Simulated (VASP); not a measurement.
# Ni in VASP: a series of runs

The runs below take Ni through single point, with PBE.

Program: VASP 6.6.1. These are calculated values, not measurements. Logs are shortened: lines on timing, memory, paths and dates and some standing lists are left out, and cuts for length are marked.

## Step 1: The cell of the first run

The cell holds a slab with vacuum, 5 atoms: a = 2.488 Å, b = 3.519 Å, c = 20.976 Å, α = 90.00°, β = 90.00°, γ = 90.00°.

## Step 2: Single point, PBE, collinear spin, ferromagnetic start

The input, INCAR:

```
SYSTEM = Ni
  PREC = Accurate
  ENCUT = 520
  EDIFF = 1E-6
  ISMEAR = -1
  SIGMA = 0.05
  LREAL = .FALSE.
  LASPH = .TRUE.
  NELM = 150
  ALGO = Normal
  ISIF = 2
  LWAVE = .FALSE.
  LCHARG = .TRUE.
  ISPIN = 2
  MAGMOM = 1 1 1 1 1
  LORBIT = 11
  LMAXMIX = 4
  LDIPOL = .TRUE.
  IDIPOL = 3
  DIPOL = 0.5 0.5 0.500
  GGA = PE
  LELF = .TRUE.
  LVHAR = .TRUE.
  LVACPOTAV = .TRUE.
  NBANDS = 37
  EFIELD = -0.2
```

The input, KPOINTS:

```
regular mesh
0
G
  15 10 1
  0 0 0
```

The input, POSCAR:

```
Ni
1.0
    2.4880369134      0.0000000000      0.0000000000
    0.0000000000      3.5186155466      0.0000000000
    0.0000000000      0.0000000000     20.9761000000
Ni
5
Direct
    0.0000000000      0.0000000000      0.3860411454
    0.5000000000      0.5000000000      0.4386670200
    0.0000000000      0.0000000000      0.5000002784
    0.5000000000      0.5000000000      0.5613327553
    0.0000000000      0.0000000000      0.6139588009
```

Potentials or basis: VASP PAW PBE potentials, release 64 (Ni).

Launch:

```bash
cat potpaw_PBE.64/Ni/POTCAR > POTCAR
mpirun -np 1 vasp_std > vasp.out
```

OUTCAR:

```text
SYSTEM = Ni
   PREC = Accurate
   ENCUT = 520
   EDIFF = 1E-6
   ISMEAR = -1
   LREAL = .FALSE.
   LASPH = .TRUE.
   NELM = 150
   ISIF = 2
   ISPIN = 2
   LORBIT = 11
   GGA = PE

 ion  position               nearest neighbor table
   1  0.000  0.000  0.386-   3 2.39   2 2.42   2 2.42   2 2.42   2 2.42
   2  0.500  0.500  0.439-   1 2.42   1 2.42   1 2.42   1 2.42   3 2.51   3 2.51   3 2.51   3 2.51
                             4 2.57
   3  0.000  0.000  0.500-   5 2.39   1 2.39   4 2.51   4 2.51   4 2.51   4 2.51   2 2.51   2 2.51
                             2 2.51   2 2.51
   4  0.500  0.500  0.561-   5 2.42   5 2.42   5 2.42   5 2.42   3 2.51   3 2.51   3 2.51   3 2.51
                             2 2.57
   5  0.000  0.000  0.614-   3 2.39   4 2.42   4 2.42   4 2.42   4 2.42

  LATTYP: Found a simple orthorhombic cell.
 ALAT       =     2.4880369134
 B/A-ratio  =     1.4142135624
 C/A-ratio  =     8.4307832762

  Lattice vectors:

 A1 = (   2.4880369134,   0.0000000000,   0.0000000000)
 A2 = (   0.0000000000,   3.5186155466,   0.0000000000)
 A3 = (   0.0000000000,   0.0000000000,  20.9761000000)

Analysis of symmetry for initial positions (statically):
=====================================================================
 Subroutine PRICEL returns:
 Original cell was already a primitive cell.

 Routine SETGRP: Setting up the symmetry group for a
 simple orthorhombic supercell.

 Subroutine GETGRP returns: Found  8 space group operations
 (whereof  8 operations were pure point group operations)
 out of a pool of  8 trial point group operations.

The static configuration has the point symmetry D_2h.

Analysis of symmetry for dynamics (positions and initial velocities):
=====================================================================
 An external electric field (EFIELD) may reduce the allowed symmetry operations
 Subroutine PRICEL returns:
 Original cell was already a primitive cell.

 Routine SETGRP: Setting up the symmetry group for a
 simple orthorhombic supercell.

 Subroutine GETGRP returns: Found  4 space group operations
 (whereof  4 operations were pure point group operations)
 out of a pool of  8 trial point group operations.

The dynamic configuration has the point symmetry C_2v.

Analysis of structural, dynamic, and magnetic symmetry:
=====================================================================
 Subroutine PRICEL returns:
 Original cell was already a primitive cell.

 Routine SETGRP: Setting up the symmetry group for a
 simple orthorhombic supercell.

 Subroutine GETGRP returns: Found  4 space group operations
 (whereof  4 operations were pure point group operations)
 out of a pool of  8 trial point group operations.

The overall configuration has the point symmetry C_2v.

 Subroutine INISYM returns: Found  4 space group operations
 (whereof  4 operations are pure point group operations),
 and found     1 'primitive' translations

----------------------------------------------------------------------------------------

                                     Primitive cell

  volume of cell :     183.6341

  direct lattice vectors                    reciprocal lattice vectors
     2.488036913  0.000000000  0.000000000     0.401923297  0.000000000  0.000000000
     0.000000000  3.518615547  0.000000000     0.000000000  0.284202689  0.000000000
     0.000000000  0.000000000 20.976100000     0.000000000  0.000000000  0.047673304

  length of vectors
     2.488036913  3.518615547 20.976100000     0.401923297  0.284202689  0.047673304

  position of ions in fractional coordinates (direct lattice)
     0.000000000  0.000000000  0.386041145
     0.500000000  0.500000000  0.438667020
     0.000000000  0.000000000  0.500000278
     0.500000000  0.500000000  0.561332755
     0.000000000  0.000000000  0.613958801

  ion indices of the primitive-cell ions
   primitive index   ion index
                 1           1
                 2           2
                 3           3
                 4           4
                 5           5

----------------------------------------------------------------------------------------

 KPOINTS: regular mesh

Automatic generation of k-mesh.
 Grid dimensions read from file:
 generate k-points for:   15   10    1

 Generating k-lattice:

  Cartesian coordinates                     Fractional coordinates (reciprocal lattice)
     0.026794886  0.000000000  0.000000000     0.066666667  0.000000000  0.000000000
     0.000000000  0.028420269  0.000000000     0.000000000  0.100000000  0.000000000
     0.000000000  0.000000000  0.047673304     0.000000000  0.000000000  1.000000000

  Length of vectors
     0.026794886  0.028420269  0.047673304

  Shift w.r.t. Gamma in fractional coordinates (k-lattice)
     0.000000000  0.000000000  0.000000000

 Subroutine IBZKPT returns following result:
 ===========================================

 Found     48 irreducible k-points:

 Following reciprocal coordinates:
            Coordinates               Weight
  0.000000  0.000000  0.000000      1.000000
  0.066667  0.000000  0.000000      2.000000
  0.133333  0.000000  0.000000      2.000000
  0.200000  0.000000  0.000000      2.000000
  0.266667  0.000000  0.000000      2.000000
  0.333333  0.000000  0.000000      2.000000
[... 16 lines left out ...]
  0.400000  0.200000  0.000000      4.000000
  0.466667  0.200000  0.000000      4.000000
 [... further k-points ...]
   k-points           NKPTS =     48   k-points in BZ     NKDIM =     48   number of bands    NBANDS=     37
   number of dos      NEDOS =    301   number of ions     NIONS =      5
   total plane-waves  NPLWV =  89600
   dimension x,y,z NGX =    20 NGY =   28 NGZ =  160
   dimension x,y,z NGXF=    40 NGYF=   56 NGZF=  320
   ions per type =               5
   NGX,Y,Z   is equivalent  to a cutoff of  13.36, 13.23, 12.68 a.u.
   NGXF,Y,Z  is equivalent  to a cutoff of  26.73, 26.46, 25.36 a.u.
 SYSTEM =  Ni
   PREC   = accura    normal or accurate (medium, high low for compatibility)
   ISTART =      0    job   : 0-new  1-cont  2-samecut
   ICHARG =      2    charge: 1-file 2-atom 10-const
   ISPIN  =      2    spin polarized calculation?
   LNONCOLLINEAR =      F non collinear calculations
   LSORBIT =      F    spin-orbit coupling
   LASPH  =      T    aspherical Exc in radial PAW
   ENCUT  =  520.0 eV  38.22 Ry    6.18 a.u.   4.63  6.54 39.00*2*pi/ulx,y,z
   NELM   =    150;   NELMIN=  2; NELMDL= -5     # of ELM steps
   EDIFF  = 0.1E-05   stopping-criterion for ELM
   LREAL  =      F    real-space projection
   EDIFFG = 0.1E-04   stopping-criterion for IOM
   NSW    =      0    number of steps for IOM
   IBRION =     -1    ionic relax: 0-MD 1-quasi-New 2-CG
   NFREE  =      0    steps in history (QN), initial steepest desc. (CG)
   ISIF   =      2    stress and relaxation
   ISYM   =      2    0-nonsym 1-usesym 2-fastsym
   POTIM  = 0.5000    time-step for ionic-motion
   TEBEG  =    0.0;   TEEND  =   0.0 temperature during run
   PSTRESS=    0.0 pullay stress
   NELECT =      50.0000    total number of electrons
   NUPDOWN=      -1.0000    fix difference up-down
   EMIN   =  10.00;   EMAX   =-10.00  energy-range for DOS
   EFERMI =   0.00;   METHOD = LEGACY
   ISMEAR =    -1;   SIGMA  =   0.05  broadening in eV -4-tet -1-fermi 0-gaus
   EFERMI_NEDOS =   21; number of points for ismear=-14 and -15
   IALGO  =     38    algorithm
   IMIX   =      4    mixing-type and parameters
     AMIX     =   0.40;   BMIX     =  1.00
     AMIX_MAG =   1.60;   BMIX_MAG =  1.00
  volume/ion in A,a.u.               =      36.73       247.84
  Fermi-wavevector in a.u.,A,eV,Ry     =   1.061077  2.005145 15.318597  1.125885
  Thomas-Fermi vector in A             =   2.196481
   LORBIT       =     11    0 simple, 1 ext, 2 COOP (PROOUT), +10 PAW based schemes
   GGA     = PE    functional components
   LHFCALC =     F    Hartree Fock is set to
   AEXX    =    0.0000 exact exchange contribution
   IVDW    =     0    specifies the selected vdW correction
   LEPSILON=     F    determine dielectric tensor
   LRPA    =     F    only Hartree local field effects (RPA)
 spin polarized calculation
  energy-cutoff  :      520.00
  volume of cell :      183.63
 maximum number of plane-waves:      4979
 NGX is ok and might be reduce to    20
   NGX =  9   NGY = 13   NGZ = 79

 dipolmoment           0.000000      0.000000      0.000000 electrons x Angstroem

 number of electron      49.9999988 magnetization       3.5023397

 dipolmoment           0.000000      0.000000     -0.074633 electrons x Angstroem

 Free energy of the ion-electron system (eV)
  ---------------------------------------------------
  ext. energy  EPLUGINS =         0.00000000
  ---------------------------------------------------
  free energy    TOTEN  =       -24.94092926 eV

  energy without entropy =      -24.86654957  energy(sigma->0) =      -24.90373941

 E-fermi :  -0.3608     XC(G=0):  -4.8655

 val. band max:       -0.3610268455   @ k =   0.4000   0.2000   0.0000
 cond. band min:      -0.3606096504   @ k =   0.0667   0.3000   0.0000
 fundamental gap:      0.0004171951
 Fermi energy:        -0.3607553075

 spin component 1

 k-point     1 :       0.0000    0.0000    0.0000
  band No.  band energies     occupation
      1      -8.5984      1.00000
      2      -6.6124      1.00000
      3      -4.7345      1.00000
      4      -4.4583      1.00000
      5      -4.1001      1.00000
      6      -4.0233      1.00000
[... 29 lines left out ...]
     36       6.4613      0.00000
     37       8.7691      0.00000

 k-point     2 :       0.0667    0.0000    0.0000
  band No.  band energies     occupation
      1      -8.4849      1.00000
      2      -6.5101      1.00000
      3      -4.6799      1.00000
      4      -4.3962      1.00000
      5      -4.0361      1.00000
      6      -3.9640      1.00000
[... 29 lines left out ...]
     36       6.5684      0.00000
     37       8.8794      0.00000
[... 838 lines left out ...]
     36       8.8587      0.00000
     37       9.0039      0.00000

 k-point    24 :       0.4667    0.2000    0.0000
  band No.  band energies     occupation
      1      -4.7448      1.00000
      2      -4.6623      1.00000
      3      -4.3868      1.00000
      4      -4.3160      1.00000
      5      -4.1448      1.00000
      6      -3.9548      1.00000
[... 29 lines left out ...]
     36       9.2004      0.00000
     37       9.4085      0.00000

 [... further k-points ...]

 spin component 2

 k-point     1 :       0.0000    0.0000    0.0000
  band No.  band energies     occupation
      1      -8.6217      1.00000
      2      -6.6066      1.00000
      3      -4.3374      1.00000
      4      -4.0274      1.00000
      5      -3.5373      1.00000
      6      -3.4971      1.00000
[... 29 lines left out ...]
     36       6.5421      0.00000
     37       8.8554      0.00000

 k-point     2 :       0.0667    0.0000    0.0000
  band No.  band energies     occupation
      1      -8.5080      1.00000
      2      -6.5032      1.00000
      3      -4.2784      1.00000
      4      -3.9537      1.00000
      5      -3.4748      1.00000
      6      -3.4501      1.00000
[... 29 lines left out ...]
     36       6.6487      0.00000
     37       8.9664      0.00000
[... 838 lines left out ...]
     36       8.9746      0.00000
     37       9.0721      0.00000

 k-point    24 :       0.4667    0.2000    0.0000
  band No.  band energies     occupation
      1      -4.4111      1.00000
      2      -4.3145      1.00000
      3      -3.9759      1.00000
      4      -3.7357      1.00000
      5      -3.6081      1.00000
      6      -3.3324      1.00000
[... 29 lines left out ...]
     36       9.4111      0.00000
     37       9.5272      0.00000

 [... further k-points ...]

------------------------ aborting loop because EDIFF is reached ----------------------------------------

  FORCE on cell =-STRESS in cart. coord.  units (eV):
  Direction    XX          YY          ZZ          XY          YZ          ZX
  --------------------------------------------------------------------------------------
  -------------------------------------------------------------------------------------
  Total       -1.9252058     -1.4862896     -0.0867636      0.0000000      0.0000000      0.0000000
  in kB      -16.7971022    -12.9676309     -0.7569979      0.0000000      0.0000000      0.0000000
  external PRESSURE =     -10.1739103 kB  Pullay stress =       0.0000000 kB

 VOLUME and BASIS-vectors are now :
 -----------------------------------------------------------------------------
  energy-cutoff  :      520.00
  volume of cell :      183.63
      direct lattice vectors                 reciprocal lattice vectors
     2.488036913  0.000000000  0.000000000     0.401923297  0.000000000  0.000000000
     0.000000000  3.518615547  0.000000000     0.000000000  0.284202689  0.000000000
     0.000000000  0.000000000 20.976100000     0.000000000  0.000000000  0.047673304

 POSITION                                       TOTAL-FORCE (eV/Angst)
 -----------------------------------------------------------------------------------
      0.00000      0.00000      8.09764         0.000000      0.000000      0.007175
      1.24402      1.75931      9.20152         0.000000      0.000000      0.003607
      0.00000      0.00000     10.48806         0.000000      0.000000      0.015272
      1.24402      1.75931     11.77457         0.000000      0.000000     -0.018624
      0.00000      0.00000     12.87846         0.000000      0.000000     -0.007430
 -----------------------------------------------------------------------------------
    total drift:                               -0.000000      0.000000      0.000158

  FREE ENERGIE OF THE ION-ELECTRON SYSTEM (eV)
  ---------------------------------------------------
  free  energy   TOTEN  =       -24.9409292610 eV

  energy  without entropy=      -24.8665495661  energy(sigma->0) =      -24.90373941

 total charge

# of ion       s       p       d       tot
------------------------------------------
    1        0.487   0.330   8.332   9.149
    2        0.499   0.475   8.310   9.283
    3        0.497   0.493   8.321   9.311
    4        0.499   0.474   8.310   9.284
    5        0.486   0.328   8.331   9.146
--------------------------------------------------
tot          2.468   2.100  41.604  46.172

 magnetization (x)

# of ion       s       p       d       tot
------------------------------------------
    1       -0.001  -0.014   0.776   0.761
    2       -0.007  -0.024   0.688   0.657
    3       -0.007  -0.024   0.713   0.682
    4       -0.007  -0.024   0.689   0.657
    5       -0.001  -0.014   0.784   0.769
--------------------------------------------------
tot         -0.023  -0.101   3.649   3.526
```

It took 54 min on 1 thread of Intel Xeon 8259CL, shared host; peak memory 0.64 GiB.

Results:

* Free energy: -24.9409 eV
* Largest force: 0.019 eV/Å
* Net moment: 3.50 μB per cell
* Site moments: Ni +0.76, +0.66, +0.68, +0.77 (each value once) μB
* Valence electrons inside the program's atomic spheres: Ni 9.15, 9.28, 9.31 (each value once)

Forces on the atoms (eV/Å):
```
Ni   0.000  0.000  0.007
Ni   0.000  0.000  0.004
Ni   0.000  0.000  0.015
Ni   0.000  0.000 -0.019
Ni   0.000  0.000 -0.007
```

## Step 3: Single point, PBE, collinear spin, ferromagnetic start

The input, INCAR:

```
PREC = Accurate
ENCUT = 520
EDIFF = 1E-6
ISMEAR = -1
SIGMA = 0.05
LREAL = False
LASPH = True
NELM = 150
ALGO = Normal
ISIF = 2
LWAVE = False
LCHARG = False
ISPIN = 2
MAGMOM = 1 1 1 1 1
LORBIT = 11
LMAXMIX = 4
LDIPOL = True
IDIPOL = 3
DIPOL = 0.5 0.5 0.500
GGA = PE
NBANDS = 37
```

The input, KPOINTS:

```
Automatic mesh
0
Gamma
  15 10 1
```

The input, POSCAR:

```
Ni
1.0
    2.4880369585      0.0000000000      0.0000000000
    0.0000000000      3.5186156104      0.0000000000
    0.0000000000      0.0000000000     20.9761000000
Ni
5
Direct
    0.0000000000      0.0000000000      0.3860411596
    0.5000000000      0.5000000000      0.4386670484
    0.0000000000      0.0000000000      0.5000002611
    0.5000000000      0.5000000000      0.5613327404
    0.0000000000      0.0000000000      0.6139587904
```

Potentials or basis: VASP PAW PBE potentials, release 64 (Ni).

Launch:

```bash
cat potpaw_PBE.64/Ni/POTCAR > POTCAR
mpirun -np 1 vasp_std > vasp.out
```

Run time: 24 min. Hardware: 1 thread of Oxide Virtual Turin-like, shared host; peak memory 0.6 GiB.

Results (log left out):

```yaml
Free_energy: -24.9335 eV
Largest_force: 0.011 eV/Å
Net_moment: 3.50 μB per cell
Site_moments: Ni +0.77, +0.66, +0.68 (each value once) μB
Valence_electrons_inside_the_program's_atomic_spheres: Ni 9.15, 9.28, 9.31 (each value once)
```

Forces on the atoms (eV/Å):
```
Ni   0.000  0.000  0.008
Ni   0.000  0.000  0.011
Ni   0.000  0.000  0.000
Ni   0.000  0.000 -0.011
Ni   0.000  0.000 -0.008
```

Levels at points of the mesh, in eV from the Fermi level:
Spin up:
```tsv
k point	band 23	band 24	band 25	band 26	band 27	band 28	band 29	band 30	band 31	band 32
(0.00, 0.00, 0.00)	-1.00	-0.83	-0.68	-0.64	-0.57	-0.49	1.32	3.71	3.73	4.58
(0.00, 0.50, 0.00)	-0.79	-0.68	-0.66	-0.66	-0.65	-0.53	-0.30	0.52	1.91	2.53
```
Spin down:
```tsv
k point	band 21	band 22	band 23	band 24	band 25	band 26	band 27	band 28
(0.00, 0.00, 0.00)	-0.51	-0.39	-0.33	-0.09	0.04	0.16	0.27	0.44
(0.00, 0.50, 0.00)	-0.34	-0.19	0.07	0.12	0.13	0.17	0.19	0.20
```
